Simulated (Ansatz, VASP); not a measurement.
# KF in VASP and in Ansatz

File INCAR:

```
SYSTEM = KF
PREC     = Accurate       ! precision mode
ENCUT    = 520            ! plane-wave cutoff, eV
EDIFF    = 1E-6           ! SCF threshold, eV
ISMEAR   = 0              ! smearing method
SIGMA    = 0.05           ! smearing width, eV
LREAL    = .FALSE.        ! projectors in reciprocal space
LASPH    = .TRUE.         ! aspherical terms in the spheres
NELM     = 80             ! most SCF steps
ALGO     = Normal         ! electronic algorithm
ISIF     = 2              ! what is computed and relaxed
LWAVE    = .FALSE.        ! write WAVECAR
LCHARG   = .FALSE.        ! write CHGCAR
NBANDS   = 15             ! bands
```

Contents of KPOINTS:

```
regular mesh
0
G
  8 8 8
  0 0 0
```

The input POSCAR:

```
KF
1.0
    0.0000000000      2.5817196783      2.7753486542
    2.6268997727      0.0000000000      2.7753486542
    2.6268997727      2.5817196783      0.0000000000
K F
1 1
Direct
    0.0000000000      0.0000000000      0.0000000000
    0.5000000000      0.5000000000      0.5000000000
```

Input for Ansatz:

```yaml
crystal:
  lattice:
    - [0.0, 2.5817196783, 2.7753486542]
    - [2.6268997727, 0.0, 2.7753486542]
    - [2.6268997727, 2.5817196783, 0.0]
  atoms:
    - { symbol: K, position: [0.0, 0.0, 0.0] }
    - { symbol: F, position: [0.5, 0.5, 0.5] }
basis:
  ecutwfc: 520.0
kpoints:
  mp_grid: { grid: [8, 8, 8] }
hamiltonian:
  xc: lda
scf:
  occupations: { method: gaussian, width: 0.05 }
output:
  forces: true
  stress: true
  eigenvalues: true
```

Change from the starting cell: normal strain along x +0.0175, normal strain along z +0.0750.

Alike in both runs: task single point; functional LDA; k mesh 8 × 8 × 8; occupations gaussian, width 0.05 eV; no spin polarisation.

```csv
,VASP,Ansatz
version,VASP 6.6.1,Ansatz 0.2.0
potentials or method,"VASP PAW LDA potentials, release 64 (K_sv, F), cutoff 520 eV","scalar-relativistic, plane waves, PAW"
valence electrons in the cell,16,16
```

Ansatz gave:

* gap on the k mesh at the Fermi level (eV): 5.80
* least direct gap on the mesh (eV): 5.80
* pressure (GPa): -2.8
* traceless stress, the component that is largest in VASP (GPa): -1.71

Which values does VASP return?

gap on the k mesh at the Fermi level (eV): 5.78; least direct gap on the mesh (eV): 5.78; pressure (GPa): -2.7; traceless stress, the component that is largest in VASP (GPa): -1.82.

LDA's correlation is that of Perdew and Zunger in VASP and of Perdew and Wang (1992) in Ansatz.
